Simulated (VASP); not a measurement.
# TaN (R-3m) in VASP: notebook

TaN is run at these levels: PBEsol; tasks: single point.

Program: VASP 6.6.1. These are calculated values, not measurements. Logs are shortened: lines on timing, memory, paths and dates and some standing lists are left out, and cuts for length are marked.

### Step 1. The cell of the first run

The structure is trigonal, space group R-3m (No. 166). The conventional cell has a = 3.287 Å, b = 3.287 Å, c = 6.712 Å, α = 90.00°, β = 90.00°, γ = 120.00°. Ta (site symmetry -3m) has 6 N at 2.20 Å within 2.9 Å. N (site symmetry -3m) has 6 Ta at 2.20 Å within 2.9 Å.

### Step 2. Single point, PBEsol

INCAR

```
SYSTEM = TaN
PREC = Accurate
ENCUT = 520
EDIFF = 1E-6
ISMEAR = 0
SIGMA = 0.15
LREAL = .FALSE.
LASPH = .TRUE.
NELM = 60
ALGO = Normal
ISIF = 2
LWAVE = .FALSE.
LCHARG = .FALSE.
GGA = PS
NBANDS = 15
```

KPOINTS

```
Automatic mesh
0
G
  20 20 20
  0 0 0
```

POSCAR

```
TaN
1.0
   -0.2578376691      2.0664201652      2.0664201652
    2.0664201652     -0.2578376691      2.0664201652
    2.0664201652      2.0664201652     -0.2578376691
Ta N
1 1
Direct
    0.5000000000      0.5000000000      0.5000000000
    0.0000000000      0.0000000000      0.0000000000
```

Potentials or basis: VASP PAW PBE potentials, release 64 (Ta_pv, N).

Command:

```
$ cat potpaw_PBE.64/Ta_pv/POTCAR potpaw_PBE.64/N/POTCAR > POTCAR
$ mpirun -np 1 vasp_std > vasp.out
```

OUTCAR:

```text
SYSTEM = TaN
   PREC = Accurate
   ENCUT = 520
   EDIFF = 1E-6
   ISMEAR = 0
   LREAL = .FALSE.
   LASPH = .TRUE.
   NELM = 60
   ISIF = 2
   GGA = PS

 ion  position               nearest neighbor table
   1  0.500  0.500  0.500-   2 2.20   2 2.20   2 2.20   2 2.20   2 2.20   2 2.20
   2  0.000  0.000  0.000-   1 2.20   1 2.20   1 2.20   1 2.20   1 2.20   1 2.20

  LATTYP: Found a trigonal (rhomboedric) cell.
 ALAT       =     2.9337117892
 COS(alpha) =     0.3723266135

  Lattice vectors:

 A1 = (  -0.2578376691,   2.0664201652,   2.0664201652)
 A2 = (   2.0664201652,  -0.2578376691,   2.0664201652)
 A3 = (   2.0664201652,   2.0664201652,  -0.2578376691)

Analysis of symmetry for initial positions (statically):
=====================================================================
 Subroutine PRICEL returns:
 Original cell was already a primitive cell.

 Routine SETGRP: Setting up the symmetry group for a
 trigonal (rhombohedral) supercell.

 Subroutine GETGRP returns: Found 12 space group operations
 (whereof 12 operations were pure point group operations)
 out of a pool of 12 trial point group operations.

The static configuration has the point symmetry D_3d.

Analysis of symmetry for dynamics (positions and initial velocities):
=====================================================================
 Subroutine PRICEL returns:
 Original cell was already a primitive cell.

 Routine SETGRP: Setting up the symmetry group for a
 trigonal (rhombohedral) supercell.

 Subroutine GETGRP returns: Found 12 space group operations
 (whereof 12 operations were pure point group operations)
 out of a pool of 12 trial point group operations.

The dynamic configuration has the point symmetry D_3d.

 Subroutine INISYM returns: Found 12 space group operations
 (whereof 12 operations are pure point group operations),
 and found     1 'primitive' translations

----------------------------------------------------------------------------------------

                                     Primitive cell

  volume of cell :      20.9334

  direct lattice vectors                    reciprocal lattice vectors
    -0.257837669  2.066420165  2.066420165    -0.200808464  0.229436402  0.229436402
     2.066420165 -0.257837669  2.066420165     0.229436402 -0.200808464  0.229436402
     2.066420165  2.066420165 -0.257837669     0.229436402  0.229436402 -0.200808464

  length of vectors
     2.933711789  2.933711789  2.933711789     0.381583758  0.381583758  0.381583758

  position of ions in fractional coordinates (direct lattice)
     0.500000000  0.500000000  0.500000000
     0.000000000  0.000000000  0.000000000

  ion indices of the primitive-cell ions
   primitive index   ion index
                 1           1
                 2           2

----------------------------------------------------------------------------------------

 KPOINTS: Automatic mesh

Automatic generation of k-mesh.
 Grid dimensions read from file:
 generate k-points for:   20   20   20

 Generating k-lattice:

  Cartesian coordinates                     Fractional coordinates (reciprocal lattice)
    -0.010040423  0.011471820  0.011471820     0.050000000  0.000000000 -0.000000000
     0.011471820 -0.010040423  0.011471820     0.000000000  0.050000000 -0.000000000
     0.011471820  0.011471820 -0.010040423     0.000000000  0.000000000  0.050000000

  Length of vectors
     0.019079188  0.019079188  0.019079188

  Shift w.r.t. Gamma in fractional coordinates (k-lattice)
     0.000000000  0.000000000  0.000000000

 Subroutine IBZKPT returns following result:
 ===========================================

 Found    781 irreducible k-points:

 Following reciprocal coordinates:
            Coordinates               Weight
  0.000000  0.000000  0.000000      1.000000
  0.050000  0.000000  0.000000      6.000000
  0.100000  0.000000  0.000000      6.000000
  0.150000  0.000000  0.000000      6.000000
  0.200000  0.000000  0.000000      6.000000
  0.250000  0.000000  0.000000      6.000000
[... 16 lines left out ...]
 -0.400000  0.050000 -0.000000     12.000000
 -0.350000  0.050000 -0.000000     12.000000
 [... further k-points ...]
   k-points           NKPTS =    781   k-points in BZ     NKDIM =    781   number of bands    NBANDS=     15
   number of dos      NEDOS =    301   number of ions     NIONS =      2
   total plane-waves  NPLWV =  13824
   dimension x,y,z NGX =    24 NGY =   24 NGZ =   24
   dimension x,y,z NGXF=    48 NGYF=   48 NGZF=   48
   ions per type =               1   1
   NGX,Y,Z   is equivalent  to a cutoff of  13.60, 13.60, 13.60 a.u.
   NGXF,Y,Z  is equivalent  to a cutoff of  27.20, 27.20, 27.20 a.u.
 SYSTEM =  TaN
   PREC   = accura    normal or accurate (medium, high low for compatibility)
   ISTART =      0    job   : 0-new  1-cont  2-samecut
   ICHARG =      2    charge: 1-file 2-atom 10-const
   ISPIN  =      1    spin polarized calculation?
   LNONCOLLINEAR =      F non collinear calculations
   LSORBIT =      F    spin-orbit coupling
   LASPH  =      T    aspherical Exc in radial PAW
   ENCUT  =  520.0 eV  38.22 Ry    6.18 a.u.   5.45  5.45  5.45*2*pi/ulx,y,z
   NELM   =     60;   NELMIN=  2; NELMDL= -5     # of ELM steps
   EDIFF  = 0.1E-05   stopping-criterion for ELM
   LREAL  =      F    real-space projection
   EDIFFG = 0.1E-04   stopping-criterion for IOM
   NSW    =      0    number of steps for IOM
   IBRION =     -1    ionic relax: 0-MD 1-quasi-New 2-CG
   NFREE  =      0    steps in history (QN), initial steepest desc. (CG)
   ISIF   =      2    stress and relaxation
   ISYM   =      2    0-nonsym 1-usesym 2-fastsym
   POTIM  = 0.5000    time-step for ionic-motion
   TEBEG  =    0.0;   TEEND  =   0.0 temperature during run
   PSTRESS=    0.0 pullay stress
   NELECT =      16.0000    total number of electrons
   NUPDOWN=      -1.0000    fix difference up-down
   EMIN   =  10.00;   EMAX   =-10.00  energy-range for DOS
   EFERMI =   0.00;   METHOD = LEGACY
   ISMEAR =     0;   SIGMA  =   0.15  broadening in eV -4-tet -1-fermi 0-gaus
   EFERMI_NEDOS =   21; number of points for ismear=-14 and -15
   IALGO  =     38    algorithm
   IMIX   =      4    mixing-type and parameters
     AMIX     =   0.40;   BMIX     =  1.00
     AMIX_MAG =   1.60;   BMIX_MAG =  1.00
  volume/ion in A,a.u.               =      10.47        70.63
  Fermi-wavevector in a.u.,A,eV,Ry     =   1.496814  2.828569 30.483219  2.240453
  Thomas-Fermi vector in A             =   2.608782
   LORBIT       =      0    0 simple, 1 ext, 2 COOP (PROOUT), +10 PAW based schemes
   GGA     = PS    functional components
   LHFCALC =     F    Hartree Fock is set to
   AEXX    =    0.0000 exact exchange contribution
   IVDW    =     0    specifies the selected vdW correction
   LEPSILON=     F    determine dielectric tensor
   LRPA    =     F    only Hartree local field effects (RPA)
 non-spin polarized calculation
 Gauss-broadening in eV      SIGMA  =   0.15
  energy-cutoff  :      520.00
  volume of cell :       20.93
 maximum number of plane-waves:       575
 NGX is ok and might be reduce to    24
   NGX = 11   NGY = 11   NGZ = 11

 number of electron      16.0000000 magnetization

 Free energy of the ion-electron system (eV)
  ---------------------------------------------------
  ext. energy  EPLUGINS =         0.00000000
  ---------------------------------------------------
  free energy    TOTEN  =       -22.97344567 eV

  energy without entropy =      -22.96329833  energy(sigma->0) =      -22.96837200

 E-fermi :   9.2721     XC(G=0): -13.6811

 val. band max:        9.2714744202   @ k =  -0.3000   0.4500   0.2500
 cond. band min:       9.2743809410   @ k =  -0.4000   0.1500  -0.0000
 fundamental gap:      0.0029065208
 Fermi energy:         9.2721489728

 k-point     1 :       0.0000    0.0000    0.0000
  band No.  band energies     occupation
      1     -26.2352      2.00000
      2     -26.2352      2.00000
      3     -25.9741      2.00000
      4      -9.3151      2.00000
      5       5.6319      2.00000
      6       5.6319      2.00000
      7       6.2030      2.00000
      8       6.2030      2.00000
      9       6.4484      2.00000
     10       8.6677      2.00000
     11      10.0278      0.00000
     12      10.0278      0.00000
     13      12.4197      0.00000
     14      19.5472      0.00000
     15      21.8862      0.00000

 k-point     2 :       0.0500    0.0000    0.0000
  band No.  band energies     occupation
      1     -26.2536      2.00000
      2     -26.2349      2.00000
      3     -25.9821      2.00000
      4      -9.2549      2.00000
      5       5.1693      2.00000
      6       5.3014      2.00000
      7       6.1388      2.00000
      8       6.4271      2.00000
      9       6.6759      2.00000
     10       8.7815      2.00000
     11      10.2488      0.00000
     12      10.2495      0.00000
     13      12.5242      0.00000
     14      19.6982      0.00000
     15      21.8861      0.00000

 k-point     3 :       0.1000    0.0000    0.0000
  band No.  band energies     occupation
      1     -26.3108      2.00000
      2     -26.2341      2.00000
      3     -26.0014      2.00000
      4      -9.0785      2.00000
      5       4.3690      2.00000
      6       4.7224      2.00000
      7       5.7714      2.00000
      8       6.7541      2.00000
      9       7.1257      2.00000
     10       9.0421      1.96993
     11      10.8104      0.00000
     12      10.8406      0.00000
     13      12.8433      0.00000
     14      20.1241      0.00000
     15      21.8857      0.00000
[... 343 lines left out ...]
 k-point    23 :      -0.4000    0.0500   -0.0000
  band No.  band energies     occupation
      1     -27.0373      2.00000
      2     -26.2412      2.00000
      3     -26.1047      2.00000
      4      -6.5891      2.00000
      5      -0.5042      2.00000
      6       1.8947      2.00000
      7       3.4655      2.00000
      8       9.3671      0.37076
      9       9.9010      0.00000
     10      12.0965      0.00000
     11      15.1670      0.00000
     12      15.9273      0.00000
     13      16.5067      0.00000
     14      20.5148      0.00000
     15      21.3050      0.00000

 k-point    24 :      -0.3500    0.0500   -0.0000
  band No.  band energies     occupation
      1     -26.9480      2.00000
      2     -26.2445      2.00000
      3     -26.0960      2.00000
      4      -6.9539      2.00000
      5       0.0158      2.00000
      6       2.1486      2.00000
      7       3.5974      2.00000
      8       9.0420      1.96995
      9       9.8202      0.00000
     10      11.2022      0.00000
     11      14.9596      0.00000
     12      15.4870      0.00000
     13      16.0158      0.00000
     14      20.6674      0.00000
     15      21.9103      0.00000

 [... further k-points ...]
[... 5 lines left out ...]
  --------------------------------------------------------------------------------------
  -------------------------------------------------------------------------------------
  Total        0.2570523      0.2570523      0.2570523      1.4324016      1.4324016      1.4324016
  in kB       19.6739477     19.6739477     19.6739477    109.6313526    109.6313526    109.6313526
  external PRESSURE =      19.6739477 kB  Pullay stress =       0.0000000 kB

 VOLUME and BASIS-vectors are now :
 -----------------------------------------------------------------------------
  energy-cutoff  :      520.00
  volume of cell :       20.93
      direct lattice vectors                 reciprocal lattice vectors
    -0.257837669  2.066420165  2.066420165    -0.200808464  0.229436402  0.229436402
     2.066420165 -0.257837669  2.066420165     0.229436402 -0.200808464  0.229436402
     2.066420165  2.066420165 -0.257837669     0.229436402  0.229436402 -0.200808464

 POSITION                                       TOTAL-FORCE (eV/Angst)
 -----------------------------------------------------------------------------------
      1.93750      1.93750      1.93750         0.000000     -0.000000     -0.000000
      0.00000      0.00000      0.00000        -0.000000      0.000000      0.000000
 -----------------------------------------------------------------------------------
    total drift:                                0.000000     -0.000000     -0.000000

  FREE ENERGIE OF THE ION-ELECTRON SYSTEM (eV)
  ---------------------------------------------------
  free  energy   TOTEN  =       -22.9734456705 eV

  energy  without entropy=      -22.9632983275  energy(sigma->0) =      -22.96837200
```

It took 5 min on 1 thread of AMD EPYC 7R43 (Zen 3), shared host; peak memory 0.31 GiB.

Results:

* Free energy: -22.9734 eV
* Pressure: 2.0 GPa
* Band gap on the k mesh: zero (band 8 reaches 12.15 eV, above the bottom of band 9 at 6.34 eV)

Caveat: the PAW data sets were made with another functional, which shifts forces and pressure a little; spin-orbit coupling is left out, which moves the levels of the heavy elements.

### Step 3. Single point, PBEsol

INCAR

```
SYSTEM = TaN
  PREC = Accurate
  ENCUT = 520
  EDIFF = 1E-6
  ISMEAR = 0
  SIGMA = 0.15
  LREAL = .False.
  LASPH = .True.
  NELM = 80
  ALGO = Normal
  ISIF = 2
  LWAVE = .False.
  LCHARG = .False.
  GGA = PS
  NBANDS = 15
```

KPOINTS

```
Automatic mesh
0
Gamma
  20 20 20
  0 0 0
```

POSCAR

```
TaN
1.0
   -0.1735653234      2.1041948265      2.1041948265
    2.1041948265     -0.1735653234      2.1041948265
    2.1041948265      2.1041948265     -0.1735653234
Ta N
1 1
Direct
    0.5000000000      0.5000000000      0.5000000000
    0.0000000000      0.0000000000      0.0000000000
```

Potentials or basis: VASP PAW PBE potentials, release 64 (Ta_pv, N).

Command:

```
$ cat potpaw_PBE.64/Ta_pv/POTCAR potpaw_PBE.64/N/POTCAR > POTCAR
$ mpirun -np 1 vasp_std > vasp.out
```

Wall time 4.5 min (1 thread of AMD EPYC 7R43 (Zen 3), shared host); peak memory 0.31 GiB.

The run converged. Its results:

```yaml
Free_energy: -23.1158 eV
Pressure: 1.7 GPa
Band_gap_on_the_k_mesh: zero (band 8 reaches 12.03 eV, above the bottom of band 9 at 6.62 eV)
```

Stress tensor (GPa, compression positive):
```
1.71 6.87 6.87
6.87 1.71 6.87
6.87 6.87 1.71
```

Levels at points of the mesh, in eV from the Fermi level:
```
           k point  band 5  band 6  band 7  band 8  band 9  band 10  band 11  band 12
(0.00, 0.00, 0.00)   -3.82   -3.82   -3.21   -2.81   -2.81    -1.02     0.37     0.37
(0.50, 0.00, 0.00)  -10.41   -7.78   -6.57    0.81    0.95     3.86     4.27     7.26
(0.50, 0.50, 0.00)   -6.55   -5.48   -4.83   -4.07    2.00     3.11     4.13     4.69
(0.50, 0.50, 0.50)  -10.25   -8.22   -8.22    2.60    2.90     2.90     3.71     8.34
```

Caveat: the PAW data sets were made with another functional, which shifts forces and pressure a little; spin-orbit coupling is left out, which moves the levels of the heavy elements.
